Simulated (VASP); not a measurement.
# Ti in VASP: notebook, part 2 of 2

VASP 6.6.1. Earlier steps stand in the parts before.

## Step 3: Single point, PBE

This run uses another cell than the first one: it holds 4 atoms, not 1.

File INCAR:

```
  ALGO = Fast
  EDIFF = 1E-6
  ENCUT = 520
  GGA = PE
  ISIF = 2
  ISMEAR = 0
  LASPH = T
  LCHARG = F
  LREAL = F
  LWAVE = F
  NBANDS = 32
  NELM = 60
  PREC = Accurate
  SIGMA = 0.2
```

File KPOINTS:

```
k-points
0
Gamma
  8 6 6
```

File POSCAR:

```
Ti
1.0
    0.0000000000      2.0563341165      2.0563341165
    4.1126682330      2.0563341165     -2.0563341165
   -4.1126682330      2.0563341165     -2.0563341165
Ti
4
Direct
    0.0000000000      0.2500000000      0.7500000000
    0.5000000000      0.7500000000      0.7500000000
    0.5000000000      0.2500000000      0.2500000000
    0.0000000000      0.7500000000      0.2500000000
```

Potentials or basis: VASP PAW PBE potentials, release 64 (Ti_sv).

The run is started by

```sh
cat potpaw_PBE.64/Ti_sv/POTCAR > POTCAR
mpirun -np 1 vasp_std > vasp.out
```

Wall time 13 min (1 thread of AMD EPYC 7R13, shared host); peak memory 0.23 GiB.

Results (log left out):

```
Free energy            : -31.1788 eV
Pressure               : -1.0 GPa
Band gap on the k mesh : zero (bands 24 and 25 overlap by 1.24 eV)
```

Levels at points of the mesh, in eV from the Fermi level:
```tsv
k point	band 21	band 22	band 23	band 24	band 25	band 26	band 27	band 28
(0.00, 0.00, 0.00)	-1.71	0.62	0.62	0.76	0.76	0.76	0.76	0.87
(0.50, 0.00, 0.00)	-0.38	-0.38	-0.38	-0.38	-0.33	-0.33	-0.01	-0.01
(0.00, 0.50, 0.00)	-1.00	-1.00	0.08	0.08	0.40	0.40	1.13	1.13
(0.50, 0.50, 0.00)	-1.00	-1.00	-1.00	-1.00	0.40	0.40	0.40	0.40
(0.00, 0.50, 0.50)	-0.57	-0.57	-0.33	-0.33	-0.01	-0.01	1.17	1.17
(0.50, 0.50, 0.50)	-1.71	-1.71	0.62	0.62	0.76	0.76	0.76	0.76
```

## Step 4: Relaxation of cell and atoms, PBE

File INCAR:

```
SYSTEM = Ti
PREC = Accurate
ENCUT = 600
EDIFF = 1E-7
ISMEAR = 0
SIGMA = 0.1
LREAL = .FALSE.
LASPH = .TRUE.
NELM = 100
ALGO = Fast
ISIF = 3
LWAVE = .FALSE.
LCHARG = .FALSE.
GGA = PE
IBRION = 2
NSW = 100
EDIFFG = -0.01
```

File KPOINTS:

```
regular mesh
0
G
  24 24 24
  0 0 0
```

File POSCAR:

```
Ti
1.0
    0.0000000000      2.0563341165      2.0563341165
    2.0563341165      0.0000000000      2.0563341165
    2.0563341165      2.0563341165      0.0000000000
Ti
1
Direct
    0.5000000000      0.5000000000      0.5000000000
```

Potentials or basis: VASP PAW PBE potentials, release 64 (Ti_sv).

The run is started by

```sh
cat potpaw_PBE.64/Ti_sv/POTCAR > POTCAR
mpirun -np 1 vasp_std > vasp.out
```

OUTCAR:

```text
SYSTEM = Ti
   PREC = Accurate
   ENCUT = 600
   EDIFF = 1E-7
   ISMEAR = 0
   LREAL = .FALSE.
   LASPH = .TRUE.
   NELM = 100
   ISIF = 3
   GGA = PE
   IBRION = 2
   NSW = 100
   EDIFFG = -0.01

 ion  position               nearest neighbor table
   1  0.500  0.500  0.500-

  LATTYP: Found a face centered cubic cell.
 ALAT       =     4.1126682330

  Lattice vectors:

 A1 = (   0.0000000000,   2.0563341165,   2.0563341165)
 A2 = (   2.0563341165,   0.0000000000,   2.0563341165)
 A3 = (   2.0563341165,   2.0563341165,   0.0000000000)

Analysis of symmetry for initial positions (statically):
=====================================================================
 Subroutine PRICEL returns:
 Original cell was already a primitive cell.

[... 256 lines left out ...]
 k-point     1 :       0.0000    0.0000    0.0000
  band No.  band energies     occupation
      1     -48.4739      2.00000
      2     -24.3321      2.00000
      3     -24.3321      2.00000
      4     -24.3321      2.00000
      5       2.1365      2.00000
      6       9.1100      0.00000
      7       9.1100      0.00000
      8       9.1100      0.00000
      9      10.7438      0.00000
     10      10.7438      0.00000
[... 287 lines left out ...]
 k-point    24 :       0.4583    0.0417    0.0000
  band No.  band energies     occupation
      1     -48.3541      2.00000
      2     -24.9793      2.00000
      3     -24.4209      2.00000
      4     -24.4204      2.00000
      5       5.6222      2.00000
      6       8.6134      0.00000
      7       9.0226      0.00000
      8       9.0641      0.00000
      9      11.7718      0.00000
     10      11.7850      0.00000

 [... further k-points ...]

------------------------ aborting loop because EDIFF is reached ----------------------------------------

  FORCE on cell =-STRESS in cart. coord.  units (eV):
  Direction    XX          YY          ZZ          XY          YZ          ZX
  --------------------------------------------------------------------------------------
  -------------------------------------------------------------------------------------
  Total       -0.0055718     -0.0055718     -0.0055718     -0.0000000      0.0000000     -0.0000000
  in kB       -0.5147090     -0.5147090     -0.5147090     -0.0000000      0.0000000     -0.0000000
  external PRESSURE =      -0.5147090 kB  Pullay stress =       0.0000000 kB
[... 16 lines left out ...]
  FREE ENERGIE OF THE ION-ELECTRON SYSTEM (eV)
  ---------------------------------------------------
  free  energy   TOTEN  =        -7.7819204733 eV

  energy  without entropy=       -7.7729979334  energy(sigma->0) =       -7.77745920

 reached required accuracy - stopping structural energy minimisation
```

OSZICAR:

```text
N       E                     dE             d eps       ncg     rms          rms(c)
DAV:   1     0.871737932158E+02    0.87174E+02   -0.78348E+03  8262   0.162E+03
DAV:   2    -0.133591404045E+01   -0.88510E+02   -0.87079E+02  8572   0.326E+02
DAV:   3    -0.817862003358E+01   -0.68427E+01   -0.67758E+01 11928   0.908E+01
[... 94 lines left out ...]
RMM:  23    -0.778192010744E+01   -0.18607E-06   -0.20649E-06  7155   0.801E-03    0.271E-03
RMM:  24    -0.778192023043E+01   -0.12300E-06   -0.16099E-06  5155   0.562E-03    0.264E-03
RMM:  25    -0.778192032583E+01   -0.95399E-07   -0.12945E-06  4660   0.463E-03    0.268E-03
RMM:  26    -0.778192040396E+01   -0.78132E-07   -0.10006E-06  4993   0.415E-03    0.251E-03
RMM:  27    -0.778192047329E+01   -0.69321E-07   -0.87217E-07  6182   0.440E-03
   3 F= -.77819205E+01 E0= -.77774592E+01  d E =-.470706E-04
```

CONTCAR:

```text
Ti
   1.00000000000000
    -0.0000000000000000    2.0544964898916138    2.0544964898916138
     2.0544964898916138    0.0000000000000000    2.0544964898916138
     2.0544964898916138    2.0544964898916138   -0.0000000000000000
  Ti
     1
Direct
     0.5000000000000000    0.5000000000000000    0.5000000000000000

  0.00000000E+00  0.00000000E+00  0.00000000E+00
```

Run time: 16 min. Hardware: 1 thread of AMD EPYC 7R13, shared host; peak memory 0.2 GiB.

What came out:

| Property | Result |
| --- | --- |
| Free energy | -7.7819 eV |
| Relaxed volume | 17.34 Å³/atom |
| Relaxed cell | a = 2.905 Å, b = 2.905 Å, c = 2.905 Å, α = 60.00°, β = 60.00°, γ = 60.00° |
| Space group after relaxing (to 0.1 Å) | Fm-3m (No. 225) |
| Energy gained by relaxing | 0.0 meV/atom |
| Ionic steps | 3 |
| Pressure after relaxing | -0.1 GPa |
| Band gap on the k mesh | zero (bands 6 and 7 overlap by 1.26 eV) |

Final structure:
```
CELL_PARAMETERS angstrom
0.00000 2.05450 2.05450
2.05450 0.00000 2.05450
2.05450 2.05450 0.00000
ATOMIC_POSITIONS crystal
Ti 0.50000 0.50000 0.50000
```

Levels at points of the mesh, in eV from the Fermi level:
| k point | band 3 | band 4 | band 5 | band 6 | band 7 | band 8 | band 9 | band 10 |
| --- | --- | --- | --- | --- | --- | --- | --- | --- |
| (0.00, 0.00, 0.00) | -32.57 | -32.57 | -6.10 | 0.88 | 0.88 | 0.88 | 2.51 | 2.51 |
| (0.50, 0.00, 0.00) | -32.65 | -32.65 | -2.59 | 0.64 | 0.76 | 0.76 | 3.58 | 3.58 |
| (0.50, 0.50, 0.00) | -32.80 | -32.80 | -2.57 | -1.71 | 2.85 | 3.57 | 3.85 | 3.85 |

## Step 5: Single point, PBE

This run uses another cell than the first one: it holds 4 atoms, not 1.

File INCAR:

```
SYSTEM = Ti
  PREC = Accurate
  ENCUT = 520
  EDIFF = 1E-7
  ISMEAR = 0
  SIGMA = 0.2
  LREAL = .FALSE.
  LASPH = .TRUE.
  NELM = 80
  ALGO = Fast
  ISIF = 2
  LWAVE = .FALSE.
  LCHARG = .FALSE.
  GGA = PE
  NBANDS = 32
```

File KPOINTS:

```
Automatic mesh
0
G
  8 6 6
  0 0 0
```

File POSCAR:

```
Ti
1.0
    0.0011824121      2.0521748282      2.0466324173
    4.1349219422      2.0567975766     -2.0500385859
   -4.1348031545      2.0553748353     -2.0506147846
Ti
4
Direct
   -0.0000701284      0.2500173176      0.7499759312
    0.5000068345      0.7500044303      0.7499968394
    0.4999957319      0.2499906890      0.2500022089
    0.0000675620      0.7499875630      0.2500250204
```

Potentials or basis: VASP PAW PBE potentials, release 64 (Ti_sv).

The run is started by

```sh
cat potpaw_PBE.64/Ti_sv/POTCAR > POTCAR
mpirun -np 1 vasp_std > vasp.out
```

OUTCAR:

```text
SYSTEM = Ti
   PREC = Accurate
   ENCUT = 520
   EDIFF = 1E-7
   ISMEAR = 0
   LREAL = .FALSE.
   LASPH = .TRUE.
   NELM = 80
   ISIF = 2
   GGA = PE

 ion  position               nearest neighbor table
   1  1.000  0.250  0.750-   4 2.90   4 2.90   2 2.91   2 2.91   3 2.91   3 2.91   3 2.91   3 2.91
                             2 2.92   2 2.92
   2  0.500  0.750  0.750-   3 2.90   3 2.90   1 2.91   1 2.91   4 2.91   4 2.91   4 2.91   4 2.91
                             1 2.92   1 2.92
   3  0.500  0.250  0.250-   2 2.90   2 2.90   4 2.91   4 2.91   1 2.91   1 2.91   1 2.91   1 2.91
                             4 2.92   4 2.92
   4  0.000  0.750  0.250-   1 2.90   1 2.90   3 2.91   3 2.91   2 2.91   2 2.91   2 2.91   2 2.91
                             3 2.92   3 2.92
[... 1049 lines left out ...]
  -------------------------------------------------------------------------------------
  Total       -0.1208931     -0.1277690     -0.0886303     -0.0123190     -0.0006839     -0.0089654
  in kB       -2.7831193     -2.9414120     -2.0403871     -0.2835986     -0.0157434     -0.2063942
  external PRESSURE =      -2.5883062 kB  Pullay stress =       0.0000000 kB

 VOLUME and BASIS-vectors are now :
 -----------------------------------------------------------------------------
  energy-cutoff  :      520.00
  volume of cell :       69.60
      direct lattice vectors                 reciprocal lattice vectors
     0.001182412  2.052174828  2.046632417    -0.000058938  0.243631705  0.244316083
     4.134921942  2.056797577 -2.050038586     0.120910588  0.121559779 -0.121958825
    -4.134803155  2.055374835 -2.050614785    -0.120935437  0.121632942 -0.121892463

 POSITION                                       TOTAL-FORCE (eV/Angst)
 -----------------------------------------------------------------------------------
     -2.06602      4.10775     -0.00397        -0.000403      0.000279      0.000113
      0.00071      4.11023     -2.05216        -0.000132      0.000197     -0.000181
      0.00057      2.05411     -0.00184         0.000128     -0.000125      0.000130
      2.06734      2.05661     -2.05007         0.000407     -0.000351     -0.000062
 -----------------------------------------------------------------------------------
    total drift:                               -0.000008      0.000006     -0.000005

  FREE ENERGIE OF THE ION-ELECTRON SYSTEM (eV)
  ---------------------------------------------------
  free  energy   TOTEN  =       -31.1790047987 eV

  energy  without entropy=      -31.0405846508  energy(sigma->0) =      -31.10979472
```

Wall time 49 min (1 thread of AMD EPYC 7R13, shared host); peak memory 0.33 GiB.

What came out:

```
Free energy            : -31.1790 eV
Pressure               : -0.3 GPa
Band gap on the k mesh : zero (bands 24 and 25 overlap by 1.20 eV)
```

Stress tensor (GPa, compression positive):
```
-0.28 -0.03 -0.02
-0.03 -0.29  0.00
-0.02  0.00 -0.20
```

## Step 6: Summary

| task | cell | k mesh | cutoff (eV) | smearing | gap on the mesh (eV) | pressure (GPa) |
| --- | --- | --- | --- | --- | --- | --- |
| single point | a = 2.908 Å, angles 60.0°, 1 atom, atomic positions A | 24 × 24 × 24 | 520 | gaussian 0.1 eV | none | -0.3 |
| single point | a = 2.908, b = 5.037, c = 5.037 Å, angles 109.5, 90.0, 90.0°, 4 atoms, atomic positions B | 8 × 6 × 6 | 520 | gaussian 0.2 eV | none | -1.0 |
| relaxation of cell and atoms | relaxed from a = 2.908 Å, angles 60.0°, 1 atom, atomic positions A | 24 × 24 × 24 | 600 | gaussian 0.1 eV | none | -0.1 |
| single point | a = 2.898, b = 5.053, c = 5.052 Å, angles 109.8, 89.9, 89.9°, 4 atoms, atomic positions B | 8 × 6 × 6 | 520 | gaussian 0.2 eV | none | -0.3 |

Alike in all rows: level PBE; potentials or basis VASP PAW PBE potentials, release 64 (Ti_sv); no spin polarisation.

Absolute energies hang on the potentials; compare differences alone.
